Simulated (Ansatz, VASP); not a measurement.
# Two plane-wave programs on CsP2W2

```xyz
5
Lattice="-2.4240 2.4240 4.4261 2.4240 -2.4240 4.4261 2.4240 2.4240 -4.4261" Properties=species:S:1:pos:R:3 pbc="T T T"
Cs    0.0000    0.0000    0.0000
P     0.0000    2.4240    2.2130
P     2.4240    0.0000    2.2130
W     0.0000    0.0000    3.2340
W     0.0000    0.0000    5.6182
```

Change from the starting cell: species swapped into the YbGe2Rh2 type (I4/mmm, No. 139).

Alike in both runs: functional PBE; k mesh 6 × 6 × 6; occupations gaussian, width 0.1 eV; no spin polarisation.

Ansatz relaxed the structure, and its values are those at the end. VASP's run is a single point on that final structure, the one shown.

|  | VASP | Ansatz |
| --- | --- | --- |
| version | VASP 6.6.1 | Ansatz 0.2.0 |
| potentials or method | VASP PAW PBE potentials, release 64 (Cs_sv, P, W_sv), cutoff 520 eV | scalar-relativistic, plane waves, PAW |
| valence electrons in the cell | 47 | 47 |

```csv
,VASP,Ansatz,Ansatz less VASP
gap on the k mesh at the Fermi level (eV),none,none,-
pressure (GPa),0.4,0.0,-0.40
rms of the force components (eV/Å),0.038,0.002,-0.0358
```

A gap of «none» marks a metal or a gap that the smearing closes.

Neither program's run includes spin-orbit coupling.
